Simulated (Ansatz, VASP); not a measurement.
CaO: VASP beside Ansatz

```
Ca O
1.0
     7.94838    0.00000    0.00000
     0.00000    7.94838    0.00000
     0.00000    0.00000    4.76873
Ca O
8 8
Direct
  0.64783 0.64756 0.00000
  0.85244 0.85217 0.50000
  0.35217 0.35244 0.00000
  0.14756 0.14783 0.50000
  0.64756 0.35217 0.50000
  0.85217 0.14756 0.00000
  0.35244 0.64783 0.50000
  0.14783 0.85244 0.00000
  0.14677 0.85348 0.50000
  0.35348 0.64677 0.00000
  0.85323 0.14652 0.50000
  0.64652 0.35323 0.00000
  0.14652 0.14677 0.00000
  0.35323 0.35348 0.50000
  0.85348 0.85323 0.00000
  0.64677 0.64652 0.50000
```

Alike in both runs: functional PBE; k mesh 2 × 2 × 4; occupations gaussian, width 0.1 eV; no spin polarisation.

Ansatz relaxed the structure, and its values are those at the end. VASP's run is a single point on that final structure, the one shown.

```csv
,VASP,Ansatz
version,VASP 6.6.1,Ansatz 0.2.0
potentials or method,"VASP PAW PBE potentials, release 64 (Ca_sv, O), cutoff 520 eV","scalar-relativistic, plane waves, PAW"
valence electrons in the cell,128,128
```

Ansatz gave:

- gap on the k mesh at the Fermi level (eV): 2.37
- least direct gap on the mesh (eV): 2.37
- pressure (GPa): -0.1
- rms of the force components (eV/Å): 0.002

Which values does VASP return?

gap on the k mesh at the Fermi level (eV): 2.35; least direct gap on the mesh (eV): 2.35; pressure (GPa): 0.3; rms of the force components (eV/Å): 0.005.
